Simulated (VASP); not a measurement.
# In3Se (Pm-3m) in VASP: notebook, part 2 of 2

VASP 6.6.1. Earlier steps stand in the parts before.

### 3 Single point, LDA (volume scaled by 0.96)

The input, INCAR:

```
PREC     = Accurate       # precision mode
ENCUT    = 520            # plane-wave cutoff, eV
EDIFF    = 1E-7           # SCF threshold, eV
ISMEAR   = -1             # smearing method
SIGMA    = 0.05           # smearing width, eV
LREAL    = F              # projectors in reciprocal space
LASPH    = T              # aspherical terms in the spheres
NELM     = 60             # most SCF steps
ALGO     = Normal         # electronic algorithm
ISIF     = 2              # what is computed and relaxed
LWAVE    = F              # write WAVECAR
LCHARG   = T              # write CHGCAR
GGA      = CA             # functional
LELF     = T              # ELF
LVHAR    = T            
NBANDS   = 30             # bands
```

The input, KPOINTS:

```
Automatic mesh
0
Gamma
  6 6 6
```

The input, POSCAR:

```
In3Se
1.0
    4.7388343927      0.0000000000      0.0000000000
    0.0000000000      4.7388343927      0.0000000000
    0.0000000000      0.0000000000      4.7388343927
In Se
3 1
Direct
    0.5000000000      0.5000000000      0.0000000000
    0.5000000000      0.0000000000      0.5000000000
    0.0000000000      0.5000000000      0.5000000000
    0.0000000000      0.0000000000      0.0000000000
```

Potentials or basis: VASP PAW LDA potentials, release 64 (In_d, Se).

Command:

```console
cat potpaw_LDA.64/In_d/POTCAR potpaw_LDA.64/Se/POTCAR > POTCAR
mpirun -np 1 vasp_std > vasp.out
```

OUTCAR:

```text
PREC = Accurate
   ENCUT = 520
   EDIFF = 1E-7
   ISMEAR = -1
   LREAL = F
   LASPH = T
   NELM = 60
   ISIF = 2
   GGA = CA

 ion  position               nearest neighbor table
   1  0.500  0.500  0.000-   2 3.35   3 3.35   4 3.35   2 3.35   3 3.35   2 3.35   4 3.35   2 3.35
                             3 3.35   4 3.35   3 3.35   4 3.35
   2  0.500  0.000  0.500-   1 3.35   3 3.35   4 3.35   1 3.35   4 3.35   1 3.35   3 3.35   1 3.35
                             3 3.35   4 3.35   4 3.35   3 3.35
   3  0.000  0.500  0.500-   1 3.35   2 3.35   4 3.35   1 3.35   4 3.35   2 3.35   4 3.35   4 3.35
                             1 3.35   2 3.35   1 3.35   2 3.35
   4  0.000  0.000  0.000-   1 3.35   2 3.35   3 3.35   2 3.35   3 3.35   1 3.35   3 3.35   3 3.35
                             1 3.35   2 3.35   2 3.35   1 3.35

  LATTYP: Found a simple cubic cell.
 ALAT       =     4.7388343927

  Lattice vectors:

 A1 = (   4.7388343927,   0.0000000000,   0.0000000000)
 A2 = (   0.0000000000,   4.7388343927,   0.0000000000)
 A3 = (   0.0000000000,   0.0000000000,   4.7388343927)

Analysis of symmetry for initial positions (statically):
=====================================================================
 Subroutine PRICEL returns:
 Original cell was already a primitive cell.

 Routine SETGRP: Setting up the symmetry group for a
 simple cubic supercell.

 Subroutine GETGRP returns: Found 48 space group operations
 (whereof 48 operations were pure point group operations)
 out of a pool of 48 trial point group operations.

The static configuration has the point symmetry O_h .

Analysis of symmetry for dynamics (positions and initial velocities):
=====================================================================
 Subroutine PRICEL returns:
 Original cell was already a primitive cell.

 Routine SETGRP: Setting up the symmetry group for a
 simple cubic supercell.

 Subroutine GETGRP returns: Found 48 space group operations
 (whereof 48 operations were pure point group operations)
 out of a pool of 48 trial point group operations.

The dynamic configuration has the point symmetry O_h .

 Subroutine INISYM returns: Found 48 space group operations
 (whereof 48 operations are pure point group operations),
 and found     1 'primitive' translations

----------------------------------------------------------------------------------------

                                     Primitive cell

  volume of cell :     106.4179

  direct lattice vectors                    reciprocal lattice vectors
     4.738834393  0.000000000  0.000000000     0.211022356  0.000000000  0.000000000
     0.000000000  4.738834393  0.000000000     0.000000000  0.211022356  0.000000000
     0.000000000  0.000000000  4.738834393     0.000000000  0.000000000  0.211022356

  length of vectors
     4.738834393  4.738834393  4.738834393     0.211022356  0.211022356  0.211022356

  position of ions in fractional coordinates (direct lattice)
     0.500000000  0.500000000  0.000000000
     0.500000000  0.000000000  0.500000000
     0.000000000  0.500000000  0.500000000
     0.000000000  0.000000000  0.000000000

  ion indices of the primitive-cell ions
   primitive index   ion index
                 1           1
                 2           2
                 3           3
                 4           4

[... 25 lines left out ...]

 Following reciprocal coordinates:
            Coordinates               Weight
  0.000000  0.000000  0.000000      1.000000
  0.166667  0.000000  0.000000      6.000000
  0.333333  0.000000  0.000000      6.000000
  0.500000  0.000000  0.000000      3.000000
  0.166667  0.166667  0.000000     12.000000
  0.333333  0.166667  0.000000     24.000000
[... 12 lines left out ...]
  0.500000  0.500000  0.333333      6.000000
  0.500000  0.500000  0.500000      1.000000
   k-points           NKPTS =     20   k-points in BZ     NKDIM =     20   number of bands    NBANDS=     30
   number of dos      NEDOS =    301   number of ions     NIONS =      4
   total plane-waves  NPLWV =  46656
   dimension x,y,z NGX =    36 NGY =   36 NGZ =   36
   dimension x,y,z NGXF=    72 NGYF=   72 NGZF=   72
   ions per type =               3   1
   NGX,Y,Z   is equivalent  to a cutoff of  12.63, 12.63, 12.63 a.u.
   NGXF,Y,Z  is equivalent  to a cutoff of  25.26, 25.26, 25.26 a.u.
 SYSTEM =  unknown system
   PREC   = accura    normal or accurate (medium, high low for compatibility)
   ISTART =      0    job   : 0-new  1-cont  2-samecut
   ICHARG =      2    charge: 1-file 2-atom 10-const
   ISPIN  =      1    spin polarized calculation?
   LNONCOLLINEAR =      F non collinear calculations
   LSORBIT =      F    spin-orbit coupling
   LASPH  =      T    aspherical Exc in radial PAW
   ENCUT  =  520.0 eV  38.22 Ry    6.18 a.u.   8.81  8.81  8.81*2*pi/ulx,y,z
   NELM   =     60;   NELMIN=  2; NELMDL= -5     # of ELM steps
   EDIFF  = 0.1E-06   stopping-criterion for ELM
   LREAL  =      F    real-space projection
   EDIFFG = 0.1E-05   stopping-criterion for IOM
   NSW    =      0    number of steps for IOM
   IBRION =     -1    ionic relax: 0-MD 1-quasi-New 2-CG
   NFREE  =      0    steps in history (QN), initial steepest desc. (CG)
   ISIF   =      2    stress and relaxation
   ISYM   =      2    0-nonsym 1-usesym 2-fastsym
   POTIM  = 0.5000    time-step for ionic-motion
   TEBEG  =    0.0;   TEEND  =   0.0 temperature during run
   PSTRESS=    0.0 pullay stress
   NELECT =      45.0000    total number of electrons
   NUPDOWN=      -1.0000    fix difference up-down
   EMIN   =  10.00;   EMAX   =-10.00  energy-range for DOS
   EFERMI =   0.00;   METHOD = LEGACY
   ISMEAR =    -1;   SIGMA  =   0.05  broadening in eV -4-tet -1-fermi 0-gaus
   EFERMI_NEDOS =   21; number of points for ismear=-14 and -15
   IALGO  =     38    algorithm
   IMIX   =      4    mixing-type and parameters
     AMIX     =   0.40;   BMIX     =  1.00
     AMIX_MAG =   1.60;   BMIX_MAG =  1.00
  volume/ion in A,a.u.               =      26.60       179.54
  Fermi-wavevector in a.u.,A,eV,Ry     =   1.228780  2.322058 20.543441  1.509900
  Thomas-Fermi vector in A             =   2.363692
   LORBIT       =      0    0 simple, 1 ext, 2 COOP (PROOUT), +10 PAW based schemes
   GGA     = CA    functional components
   LHFCALC =     F    Hartree Fock is set to
   AEXX    =    0.0000 exact exchange contribution
   IVDW    =     0    specifies the selected vdW correction
   LEPSILON=     F    determine dielectric tensor
   LRPA    =     F    only Hartree local field effects (RPA)
 non-spin polarized calculation
  energy-cutoff  :      520.00
  volume of cell :      106.42
 maximum number of plane-waves:      2897
 NGX is ok and might be reduce to    36
   NGX = 17   NGY = 17   NGZ = 17

 number of electron      45.0000046 magnetization

 Free energy of the ion-electron system (eV)
  ---------------------------------------------------
  ext. energy  EPLUGINS =         0.00000000
  ---------------------------------------------------
  free energy    TOTEN  =       -14.13400352 eV

  energy without entropy =      -14.12281516  energy(sigma->0) =      -14.12840934

 E-fermi :   6.1907     XC(G=0): -10.2065

 val. band max:        5.9690506658   @ k =   0.5000   0.0000   0.0000
 cond. band min:       6.2001446631   @ k =   0.5000   0.1667   0.0000
 fundamental gap:      0.2310939972
 Fermi energy:         6.1907465990

 k-point     1 :       0.0000    0.0000    0.0000
  band No.  band energies     occupation
      1      -8.6135      2.00000
      2      -8.5980      2.00000
      3      -8.5980      2.00000
      4      -8.5980      2.00000
      5      -8.4621      2.00000
      6      -8.4621      2.00000
[... 649 lines left out ...]
     29      14.3386      0.00000
     30      14.6171      0.00000

------------------------ aborting loop because EDIFF is reached ----------------------------------------

  FORCE on cell =-STRESS in cart. coord.  units (eV):
  Direction    XX          YY          ZZ          XY          YZ          ZX
  --------------------------------------------------------------------------------------
  -------------------------------------------------------------------------------------
  Total       -2.0775752     -2.0775752     -2.0775752      0.0000000     -0.0000000      0.0000000
  in kB      -31.2789919    -31.2789919    -31.2789919      0.0000000     -0.0000000      0.0000000
  external PRESSURE =     -31.2789919 kB  Pullay stress =       0.0000000 kB

 VOLUME and BASIS-vectors are now :
 -----------------------------------------------------------------------------
  energy-cutoff  :      520.00
  volume of cell :      106.42
      direct lattice vectors                 reciprocal lattice vectors
     4.738834393  0.000000000  0.000000000     0.211022356  0.000000000  0.000000000
     0.000000000  4.738834393  0.000000000     0.000000000  0.211022356  0.000000000
     0.000000000  0.000000000  4.738834393     0.000000000  0.000000000  0.211022356

 POSITION                                       TOTAL-FORCE (eV/Angst)
 -----------------------------------------------------------------------------------
      2.36942      2.36942      0.00000         0.000000      0.000000      0.000000
      2.36942      0.00000      2.36942         0.000000      0.000000      0.000000
      0.00000      2.36942      2.36942         0.000000      0.000000      0.000000
      0.00000      0.00000      0.00000         0.000000      0.000000      0.000000
 -----------------------------------------------------------------------------------
    total drift:                                0.000000      0.000000      0.000000

  FREE ENERGIE OF THE ION-ELECTRON SYSTEM (eV)
  ---------------------------------------------------
  free  energy   TOTEN  =       -14.1340035220 eV

  energy  without entropy=      -14.1228151603  energy(sigma->0) =      -14.12840934
```

Run time: 1.8 min. Hardware: 1 thread of AMD EPYC 7R13, shared host; peak memory 0.17 GiB.

What came out:

| Property | Result |
| --- | --- |
| Free energy | -14.1340 eV |
| Pressure | -3.1 GPa |

Caveat: spin-orbit coupling is left out, which moves the levels of the heavy elements.
